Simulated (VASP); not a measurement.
Wanted: the native input for a VASP 6.6.1 run.

```yaml
Task: single point
Functional: PBEsol
Potentials_or_basis: VASP PAW PBE potentials, release 64 (Al, W_sv)
Cutoff: 520 eV
k_mesh: 4 × 6 × 4
Occupations: gaussian, width 0.1 eV
Spin: no spin polarisation
Dipole_correction: no
Further_INCAR_settings: ALGO = Normal; EDIFF = 1e-06; NBANDS = 25
```

The structure of AlW lies in POSCAR:

```
AlW
1.0
    4.4888990592      0.0000000000      0.0137661563
    0.0000000000      3.1830302809      0.0000000000
   -0.0124119545      0.0000000000      4.0474158642
Al W
2 2
Direct
    0.5000000000      0.2500002078      0.7500000000
    0.5000000000      0.7499997922      0.2500000000
    0.0000000000      0.7500072605      0.7500000000
    0.0000000000      0.2499927395      0.2500000000
```

These files were run (other wordings do the same):

INCAR

```
SYSTEM = AlW
ALGO = Normal ; EDIFF = 1E-6
ENCUT = 520 ; GGA = PS
ISIF = 2 ; ISMEAR = 0
LASPH = .True. ; LCHARG = .False.
LREAL = .False. ; LWAVE = .False.
NBANDS = 25 ; NELM = 60
PREC = Accurate ; SIGMA = 0.1
```

KPOINTS

```
k-points
0
Gamma
  4 6 4
  0 0 0
```

Potentials or basis: VASP PAW PBE potentials, release 64 (Al, W_sv).

Run with:

```bash
$ cat potpaw_PBE.64/Al/POTCAR potpaw_PBE.64/W_sv/POTCAR > POTCAR
$ mpirun -np 1 vasp_std > vasp.out
```

Results of the run:

- Pressure: 13.1 GPa
- Band gap on the k mesh: zero (band 17 reaches 13.64 eV, above the bottom of band 18 at 9.67 eV)

Caveat: the k points lie up to 0.39 Å⁻¹ apart; the PAW data sets were made with another functional, which shifts forces and pressure a little; spin-orbit coupling is left out, which moves the levels of the heavy elements.

Run time: 32 s on 1 thread of Intel(R) Xeon(R) Platinum 8488C (Sapphire Rapids) (shared host), peak memory 0.19 GiB.
